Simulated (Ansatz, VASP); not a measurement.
# InO: VASP beside Ansatz

```
In O
1.0
     3.64587    0.00000    0.00000
    -1.82293    3.15741    0.00000
     0.00000    0.00000   14.24679
In O
2 2
Direct
  0.66667 0.33333 0.59002
  0.66667 0.33333 0.40998
  0.00000 0.00000 0.63987
  0.00000 0.00000 0.36013
```

Alike in both runs: task single point; functional PBE; dispersion D3(BJ); k mesh 12 × 12 × 4; occupations gaussian, width 0.03 eV; no spin polarisation.

|  | VASP | Ansatz |
| --- | --- | --- |
| version | VASP 6.6.1 | Ansatz 0.2.0 |
| potentials or method | VASP PAW PBE potentials, release 64 (In_d, O), cutoff 520 eV | scalar-relativistic, plane waves, PAW |
| valence electrons in the cell | 38 | 38 |

Ansatz gave:

| Item | Value |
| --- | --- |
| gap on the k mesh at the Fermi level (eV) | 0.28 |
| least direct gap on the mesh (eV) | 0.84 |
| rms of the force components (eV/Å) | 0.936 |

Question: Which values does VASP return?

Answer: gap on the k mesh at the Fermi level (eV): 0.26; least direct gap on the mesh (eV): 0.83; rms of the force components (eV/Å): 0.925.

Atom by atom the forces differ by 0.015 eV/Å (rms over components).
